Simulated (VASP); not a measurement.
Input of a VASP 6.6.1 run:

INCAR

```
SYSTEM = BN
PREC = Accurate
ENCUT = 520
EDIFF = 1E-6
ISMEAR = 0
SIGMA = 0.05
LREAL = .False.
LASPH = .True.
NELM = 100
ALGO = Normal
ISIF = 2
LWAVE = .False.
LCHARG = .False.
LDIPOL = .True.
IDIPOL = 3
DIPOL = 0.5 0.5 0.356
GGA = PE
IVDW = 12
IBRION = 2
NSW = 40
EDIFFG = -0.003
```

KPOINTS

```
regular mesh
0
Gamma
  12 12 1
  0 0 0
```

The input POSCAR:

```
BN
1.0
    2.5087623753      0.0000000000      0.0000000000
   -1.2543811876      2.1726519491      0.0000000000
    0.0000000000      0.0000000000     17.5000000000
B N
2 2
Selective dynamics
Direct
    0.0000000000      0.0000000000      0.2571428571  F F F
    0.0000000000      0.5000000000      0.4545065130  F F T
    0.6666666667      0.3333333333      0.2570922525  F F T
    0.6666666667      0.8333333333      0.4545572210  F F T
```

Potentials or basis: VASP PAW PBE potentials, release 64 (B, N).

Launch:

```sh
$ cat potpaw_PBE.64/B/POTCAR potpaw_PBE.64/N/POTCAR > POTCAR
$ mpirun -np 1 vasp_std > vasp.out
```

(1) Estimate the dispersion energy per atom.

(2) Predict the energy gained by relaxing.

Results:

(1) -0.105 eV.

(2) 0.1 meV/atom.
